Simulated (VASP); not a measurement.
# SnSe in VASP: further runs, part 2 of 2

VASP 6.6.1.

### 3 Single point, PBEsol

The input, INCAR:

```
PREC     = Accurate       # precision mode
ENCUT    = 520            # plane-wave cutoff, eV
EDIFF    = 1E-6           # SCF threshold, eV
ISMEAR   = -1             # smearing method
SIGMA    = 0.05           # smearing width, eV
LREAL    = F              # projectors in reciprocal space
LASPH    = T              # aspherical terms in the spheres
NELM     = 100            # most SCF steps
ALGO     = Normal         # electronic algorithm
ISIF     = 2              # what is computed and relaxed
LWAVE    = F              # write WAVECAR
LCHARG   = F              # write CHGCAR
GGA      = PS             # functional
NBANDS   = 28             # bands
```

The input, KPOINTS:

```
Automatic mesh
0
Gamma
  6 6 3
```

The input, POSCAR:

```
SnSe
1.0
    4.3693747848      0.0000000000      0.0000000000
    0.0000000000      4.3693747848      0.0000000000
    0.0000000000      0.0000000000     11.2062506230
Sn Se
2 2
Direct
    0.0000000000      0.5000000000      0.6277708900
    0.5000000000      0.0000000000      0.3722291100
    0.0000000000      0.5000000000      0.3839605100
    0.5000000000      0.0000000000      0.6160394900
```

Potentials or basis: VASP PAW PBE potentials, release 64 (Sn_d, Se).

The run is started by

```sh
$ cat potpaw_PBE.64/Sn_d/POTCAR potpaw_PBE.64/Se/POTCAR > POTCAR
$ mpirun -np 1 vasp_std > vasp.out
```

OUTCAR:

```text
PREC = Accurate
   ENCUT = 520
   EDIFF = 1E-6
   ISMEAR = -1
   LREAL = F
   LASPH = T
   NELM = 100
   ISIF = 2
   GGA = PS

 ion  position               nearest neighbor table
   1  0.000  0.500  0.628-   3 2.73   4 3.09   4 3.09   4 3.09   4 3.09
   2  0.500  0.000  0.372-   4 2.73   3 3.09   3 3.09   3 3.09   3 3.09
   3  0.000  0.500  0.384-   1 2.73   2 3.09   2 3.09   2 3.09   2 3.09
   4  0.500  0.000  0.616-   2 2.73   1 3.09   1 3.09   1 3.09   1 3.09

  LATTYP: Found a simple tetragonal cell.
[... 813 lines left out ...]
  Direction    XX          YY          ZZ          XY          YZ          ZX
  --------------------------------------------------------------------------------------
  -------------------------------------------------------------------------------------
  Total       -3.0199654     -3.0199654     -1.8598952      0.0000000      0.0000000      0.0000000
  in kB      -22.6158870    -22.6158870    -13.9283650      0.0000000      0.0000000      0.0000000
  external PRESSURE =     -19.7200463 kB  Pullay stress =       0.0000000 kB

 VOLUME and BASIS-vectors are now :
 -----------------------------------------------------------------------------
  energy-cutoff  :      520.00
  volume of cell :      213.94
      direct lattice vectors                 reciprocal lattice vectors
     4.369374785  0.000000000  0.000000000     0.228865696  0.000000000  0.000000000
     0.000000000  4.369374785  0.000000000     0.000000000  0.228865696  0.000000000
     0.000000000  0.000000000 11.206250623     0.000000000  0.000000000  0.089235912

 POSITION                                       TOTAL-FORCE (eV/Angst)
 -----------------------------------------------------------------------------------
      0.00000      2.18469      7.03496        -0.000000     -0.000000     -0.456997
      2.18469      0.00000      4.17129         0.000000      0.000000      0.456997
      0.00000      2.18469      4.30276        -0.000000      0.000000      0.201143
      2.18469      0.00000      6.90349         0.000000      0.000000     -0.201143
 -----------------------------------------------------------------------------------
    total drift:                                0.000000      0.000000      0.000000

  FREE ENERGIE OF THE ION-ELECTRON SYSTEM (eV)
  ---------------------------------------------------
  free  energy   TOTEN  =       -17.4701579805 eV

  energy  without entropy=      -17.4701578318  energy(sigma->0) =      -17.47015791
```

Run time: 62 s. Hardware: 1 thread of Intel Xeon 6975P-C (Granite Rapids), shared host; peak memory 0.34 GiB.

Results:

* Free energy: -17.4702 eV
* Largest force: 0.457 eV/Å
* Band gap on the k mesh: 1.52 eV, direct

Forces in eV/Å, atoms in the order of the input:
```
Sn   0.000  0.000 -0.457
Sn   0.000  0.000  0.457
Se   0.000  0.000  0.201
Se   0.000  0.000 -0.201
```

Levels at points of the mesh, in eV from the valence-band top:
```
           k point  band 16  band 17  band 18  band 19  band 20  band 21  band 22  band 23  band 24  band 25
(0.00, 0.00, 0.00)    -2.65    -2.65    -1.41    -1.41    -0.17     1.80     3.90     4.00     4.32     4.32
(0.50, 0.00, 0.00)    -1.97    -1.23    -1.23    -0.14    -0.14     1.54     1.54     2.17     2.17     3.21
(0.50, 0.50, 0.00)    -4.29    -2.82    -2.82    -1.45    -1.45     3.68     3.68     4.86     4.86     4.89
```

Caveat: the PAW data sets were made with another functional, which shifts forces and pressure a little; spin-orbit coupling is left out, which moves the levels of the heavy elements.

### 4 Single point, PBE

This run uses another cell than the first one, of 50.46 Å³/atom, 0.943 times its volume.

The input, INCAR:

```
ALGO = Normal
EDIFF = 1E-7
ENCUT = 520
GGA = PE
ISIF = 2
ISMEAR = -1
LASPH = T
LCHARG = F
LREAL = F
LWAVE = F
NBANDS = 28
NELM = 80
PREC = Accurate
SIGMA = 0.05
```

The input, KPOINTS:

```
k-points
0
Gamma
  6 6 3
```

The input, POSCAR:

```
SnSe
1.0
    4.2853274191      0.0000000000      0.0000000000
    0.0000000000      4.2853274191      0.0000000000
    0.0000000000      0.0000000000     10.9906921300
Sn Se
2 2
Direct
    0.0000000000      0.5000000000      0.6277708900
    0.5000000000      0.0000000000      0.3722291100
    0.0000000000      0.5000000000      0.3839605100
    0.5000000000      0.0000000000      0.6160394900
```

The run is started by

```sh
$ cat potpaw_PBE.64/Sn_d/POTCAR potpaw_PBE.64/Se/POTCAR > POTCAR
$ mpirun -np 1 vasp_std > vasp.out
```

It took 80 s on 1 thread of Intel Xeon Platinum 8375C at 2.90GHz (Ice Lake), shared host; peak memory 0.33 GiB.

The run converged. Its results:

```yaml
Free_energy: -16.2489 eV
Largest_force: 0.265 eV/Å
Band_gap_on_the_k_mesh: 1.52 eV, direct
```

Forces in eV/Å, atoms in the order of the input:
```
Sn   0.000  0.000  0.154
Sn   0.000  0.000 -0.154
Se   0.000  0.000 -0.265
Se   0.000  0.000  0.265
```

Levels at points of the mesh, in eV from the valence-band top:
```tsv
k point	band 18	band 19	band 20	band 21	band 22	band 23
(0.00, 0.00, 0.00)	-1.64	-1.64	-0.23	1.69	3.63	3.85
(0.50, 0.00, 0.00)	-1.46	-0.17	-0.17	1.60	1.60	2.15
(0.50, 0.50, 0.00)	-3.14	-1.62	-1.62	3.74	3.74	4.76
```

Caveat: spin-orbit coupling is left out, which moves the levels of the heavy elements.

### 5 Single point, PBEsol (volume scaled by 0.96)

The input, INCAR:

```
PREC = Accurate
ENCUT = 520
EDIFF = 1E-6
ISMEAR = -1
SIGMA = 0.05
LREAL = False
LASPH = True
NELM = 60
ALGO = Normal
ISIF = 2
LWAVE = False
LCHARG = False
GGA = PS
NBANDS = 28
```

The input, KPOINTS:

```
regular mesh
0
Gamma
  6 6 3
```

The input, POSCAR:

```
SnSe
1.0
    4.2274104894      0.0000000000      0.0000000000
    0.0000000000      4.2274104894      0.0000000000
    0.0000000000      0.0000000000     10.8421510545
Sn Se
2 2
Direct
    0.0000000000      0.5000000000      0.6277708900
    0.5000000000      0.0000000000      0.3722291100
    0.0000000000      0.5000000000      0.3839605100
    0.5000000000      0.0000000000      0.6160394900
```

The run is started by

```sh
$ cat potpaw_PBE.64/Sn_d/POTCAR potpaw_PBE.64/Se/POTCAR > POTCAR
$ mpirun -np 1 vasp_std > vasp.out
```

Run time: 81 s. Hardware: 1 thread of AMD EPYC 7R13 (Zen 3), shared host; peak memory 0.29 GiB.

It converged, with:

* Free energy: -17.5757 eV
* Largest force: 0.330 eV/Å
* Band gap on the k mesh: 1.42 eV, direct

Forces on the atoms (eV/Å):
```
Sn   0.000  0.000  0.197
Sn   0.000  0.000 -0.197
Se   0.000  0.000 -0.330
Se   0.000  0.000  0.330
```

Levels at points of the mesh, in eV from the valence-band top:
```
           k point  band 16  band 17  band 18  band 19  band 20  band 21  band 22  band 23  band 24  band 25
(0.00, 0.00, 0.00)    -3.21    -3.21    -1.80    -1.80    -0.25     1.61     3.57     3.70     4.53     4.53
(0.50, 0.00, 0.00)    -2.41    -1.62    -1.62    -0.24    -0.24     1.57     1.57     2.07     2.07     3.20
(0.50, 0.50, 0.00)    -5.06    -3.40    -3.40    -1.74    -1.74     3.78     3.78     4.60     4.60     5.10
```

Caveat: the cell differs from its parent crystal (volume scaled by 0.96); the PAW data sets were made with another functional, which shifts forces and pressure a little; spin-orbit coupling is left out, which moves the levels of the heavy elements.

### 6 Summary

```tsv
level	potentials or basis	cell	gap on the mesh (eV)	largest force (eV/Å)
LDA	VASP PAW LDA potentials, release 64 (Sn_d, Se)	a = 4.369, b = 4.369, c = 11.206 Å, 4 atoms	1.50	0.57
PBEsol	VASP PAW PBE potentials, release 64 (Sn_d, Se)	a = 4.369, b = 4.369, c = 11.206 Å, 4 atoms	1.52	0.46
PBE	VASP PAW PBE potentials, release 64 (Sn_d, Se)	a = 4.285, b = 4.285, c = 10.991 Å, 4 atoms	1.52	0.27
PBEsol	VASP PAW PBE potentials, release 64 (Sn_d, Se)	a = 4.227, b = 4.227, c = 10.842 Å, 4 atoms	1.42	0.33
```

Alike in all rows: task single point; no spin polarisation; k mesh 6 × 6 × 3; cutoff (eV) 520; smearing fermi-dirac 0.05 eV.

Caveats: spin-orbit coupling is left out, which moves the levels of the heavy elements; the PAW data sets were made with another functional, which shifts forces and pressure a little (some runs).

Absolute energies hang on the potentials; compare differences alone.
